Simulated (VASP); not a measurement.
# CdSe (P6_3mc) in VASP: single point with PBE+D3(BJ)

Aim: the single point of CdSe with PBE+D3(BJ).

All numbers are computed with VASP 6.6.1; they aren't measurements. Logs are shortened: lines on timing, memory, paths and dates and some standing lists are left out, and cuts for length are marked.

## Step 1: The cell of the first run

Symmetry: P6_3mc, No. 186, hexagonal system. The conventional cell has a = 4.321 Å, b = 4.321 Å, c = 7.065 Å, α = 90.00°, β = 90.00°, γ = 120.00°. Cd (site symmetry 3m) has 4 Se at 2.65 Å within 3.5 Å. Se (site symmetry 3m) has 4 Cd at 2.65 Å within 3.5 Å.

## Step 2: Single point, PBE+D3(BJ)

INCAR

```
  ALGO = Normal
  EDIFF = 1E-6
  ENCUT = 520
  GGA = PE
  ISIF = 2
  ISMEAR = 0
  IVDW = 12
  LASPH = T
  LCHARG = F
  LREAL = F
  LWAVE = F
  NBANDS = 26
  NELM = 100
  PREC = Accurate
  SIGMA = 0.02
```

KPOINTS

```
k-points
0
Gamma
  12 12 6
```

POSCAR

```
CdSe
1.0
    4.3210064399      0.0000000000      0.0000000000
   -2.1605032200      3.7421013469      0.0000000000
    0.0000000000      0.0000000000      7.0651299518
Cd Se
2 2
Direct
    0.3333333333      0.6666666667      0.0049184823
    0.6666666667      0.3333333333      0.5049184823
    0.3333333333      0.6666666667      0.3800815177
    0.6666666667      0.3333333333      0.8800815177
```

Potentials or basis: VASP PAW PBE potentials, release 64 (Cd, Se).

The run is started by

```console
$ cat potpaw_PBE.64/Cd/POTCAR potpaw_PBE.64/Se/POTCAR > POTCAR
$ mpirun -np 1 vasp_std > vasp.out
```

OUTCAR:

```text
EDIFF = 1E-6
   ENCUT = 520
   GGA = PE
   ISIF = 2
   ISMEAR = 0
   IVDW = 12
   LASPH = T
   LREAL = F
   NELM = 100
   PREC = Accurate
 IVDW          = 12

 ion  position               nearest neighbor table
   1  0.333  0.667  0.005-   4 2.65   4 2.65   4 2.65   3 2.65
   2  0.667  0.333  0.505-   3 2.65   3 2.65   3 2.65   4 2.65
   3  0.333  0.667  0.380-   2 2.65   2 2.65   2 2.65   1 2.65
   4  0.667  0.333  0.880-   1 2.65   1 2.65   1 2.65   2 2.65

  LATTYP: Found a hexagonal cell.
 ALAT       =     4.3210064399
 C/A-ratio  =     1.6350658232

  Lattice vectors:

 A1 = (   4.3210064399,   0.0000000000,   0.0000000000)
 A2 = (  -2.1605032200,   3.7421013469,   0.0000000000)
 A3 = (   0.0000000000,   0.0000000000,   7.0651299518)

Analysis of symmetry for initial positions (statically):
=====================================================================
 Subroutine PRICEL returns:
 Original cell was already a primitive cell.

 Routine SETGRP: Setting up the symmetry group for a
 hexagonal supercell.

 Subroutine GETGRP returns: Found 12 space group operations
 (whereof  6 operations were pure point group operations)
 out of a pool of 24 trial point group operations.

The static configuration has the point symmetry C_3v.
 The point group associated with its full space group is C_6v.

Analysis of symmetry for dynamics (positions and initial velocities):
=====================================================================
 Subroutine PRICEL returns:
 Original cell was already a primitive cell.

 Routine SETGRP: Setting up the symmetry group for a
 hexagonal supercell.

 Subroutine GETGRP returns: Found 12 space group operations
 (whereof  6 operations were pure point group operations)
 out of a pool of 24 trial point group operations.

The dynamic configuration has the point symmetry C_3v.
 The point group associated with its full space group is C_6v.

 Subroutine INISYM returns: Found 12 space group operations
 (whereof  6 operations are pure point group operations),
 and found     1 'primitive' translations

----------------------------------------------------------------------------------------

                                     Primitive cell

  volume of cell :     114.2406
[... 88 lines left out ...]
   LNONCOLLINEAR =      F non collinear calculations
   LSORBIT =      F    spin-orbit coupling
   LASPH  =      T    aspherical Exc in radial PAW
   ENCUT  =  520.0 eV  38.22 Ry    6.18 a.u.   8.03  8.03 13.14*2*pi/ulx,y,z
   NELM   =    100;   NELMIN=  2; NELMDL= -5     # of ELM steps
   EDIFF  = 0.1E-05   stopping-criterion for ELM
   LREAL  =      F    real-space projection
   EDIFFG = 0.1E-04   stopping-criterion for IOM
   NSW    =      0    number of steps for IOM
   IBRION =     -1    ionic relax: 0-MD 1-quasi-New 2-CG
   NFREE  =      0    steps in history (QN), initial steepest desc. (CG)
   ISIF   =      2    stress and relaxation
   ISYM   =      2    0-nonsym 1-usesym 2-fastsym
   POTIM  = 0.5000    time-step for ionic-motion
   TEBEG  =    0.0;   TEEND  =   0.0 temperature during run
   PSTRESS=    0.0 pullay stress
   NELECT =      36.0000    total number of electrons
   NUPDOWN=      -1.0000    fix difference up-down
   EMIN   =  10.00;   EMAX   =-10.00  energy-range for DOS
   EFERMI =   0.00;   METHOD = LEGACY
   ISMEAR =     0;   SIGMA  =   0.02  broadening in eV -4-tet -1-fermi 0-gaus
   EFERMI_NEDOS =   21; number of points for ismear=-14 and -15
   IALGO  =     38    algorithm
   IMIX   =      4    mixing-type and parameters
     AMIX     =   0.40;   BMIX     =  1.00
     AMIX_MAG =   1.60;   BMIX_MAG =  1.00
  volume/ion in A,a.u.               =      28.56       192.73
  Fermi-wavevector in a.u.,A,eV,Ry     =   1.114043  2.105237 16.886093  1.241093
  Thomas-Fermi vector in A             =   2.250634
   LORBIT       =      0    0 simple, 1 ext, 2 COOP (PROOUT), +10 PAW based schemes
   GGA     = PE    functional components
   LHFCALC =     F    Hartree Fock is set to
   AEXX    =    0.0000 exact exchange contribution
   IVDW    =    12    specifies the selected vdW correction
   LEPSILON=     F    determine dielectric tensor
   LRPA    =     F    only Hartree local field effects (RPA)
 non-spin polarized calculation
 Gauss-broadening in eV      SIGMA  =   0.02
  energy-cutoff  :      520.00
  volume of cell :      114.24
 maximum number of plane-waves:      3114
   NGX = 17   NGY = 17   NGZ = 27

 number of electron      35.9999986 magnetization

 Free energy of the ion-electron system (eV)
  ---------------------------------------------------
  ext. energy  EPLUGINS =         0.00000000
  ---------------------------------------------------
  free energy    TOTEN  =       -10.95831977 eV

  energy without entropy =      -10.95831977  energy(sigma->0) =      -10.95831977

 E-fermi :   0.9740     XC(G=0):  -8.8109

 val. band max:        0.8288763506   @ k =   0.0000   0.0000   0.0000
 cond. band min:       1.4574590034   @ k =   0.0000   0.0000   0.0000
 fundamental gap:      0.6285826527
 Fermi energy:         0.9740219681

 k-point     1 :       0.0000    0.0000    0.0000
  band No.  band energies     occupation
      1     -11.6905      2.00000
      2     -11.3275      2.00000
      3      -7.0531      2.00000
      4      -7.0449      2.00000
      5      -7.0449      2.00000
      6      -6.9795      2.00000
[... 685 lines left out ...]
     25       8.4432      0.00000
     26       9.2357      0.00000

 [... further k-points ...]

------------------------ aborting loop because EDIFF is reached ----------------------------------------

 Edisp (eV)   -1.25279

 E8    (eV) :    -0.5355

  FORCE on cell =-STRESS in cart. coord.  units (eV):
  Direction    XX          YY          ZZ          XY          YZ          ZX
  --------------------------------------------------------------------------------------
  -------------------------------------------------------------------------------------
  Total       0.20985     0.20985     0.21089    -0.00000     0.00000     0.00000
  in kB       2.94310     2.94310     2.95768    -0.00000     0.00000     0.00000
  external pressure =        2.95 kB  Pullay stress =        0.00 kB

 VOLUME and BASIS-vectors are now :
 -----------------------------------------------------------------------------
  energy-cutoff  :      520.00
  volume of cell :      114.24
      direct lattice vectors                 reciprocal lattice vectors
     4.321006440  0.000000000  0.000000000     0.231427565  0.133614767  0.000000000
    -2.160503220  3.742101347  0.000000000     0.000000000  0.267229534  0.000000000
     0.000000000  0.000000000  7.065129952     0.000000000  0.000000000  0.141540213

 POSITION                                       TOTAL-FORCE (eV/Angst)
 -----------------------------------------------------------------------------------
     -0.00000      2.49473      0.03475        -0.000000      0.000000      0.000349
      2.16050      1.24737      3.56731         0.000000      0.000000      0.000349
     -0.00000      2.49473      2.68533         0.000000      0.000000     -0.000349
      2.16050      1.24737      6.21789        -0.000000      0.000000     -0.000349
 -----------------------------------------------------------------------------------
    total drift:                               -0.000000     -0.000000     -0.000256

  FREE ENERGIE OF THE ION-ELECTRON SYSTEM (eV)
  ---------------------------------------------------
  free  energy   TOTEN  =       -12.2111141104 eV

  energy  without entropy=      -12.2111141104  energy(sigma->0) =      -12.21111411
```

stdout:

```text
POSCAR found type information on POSCAR CdSe
 POSCAR found :  2 types and       4 ions
 scaLAPACK will be used
 LDA part: xc-table for (Slater+PW92), standard interpolation
 POSCAR, INCAR and KPOINTS ok, starting setup
 FFT: planning ... GRIDC
 FFT: planning ... GRID_SOFT
 FFT: planning ... GRID
 WAVECAR not read
 entering main loop
```

Run time: 4.1 min. Hardware: 1 thread of Intel Xeon 8259CL, shared host; peak memory 0.37 GiB.

What came out:

```
Free energy                : -12.2111 eV
Pressure                   : 0.3 GPa
Band gap on the k mesh     : 0.63 eV, direct
Dispersion energy per atom : -0.313 eV
```

PBE gaps usually lie below the measured ones, often by a third to a half.
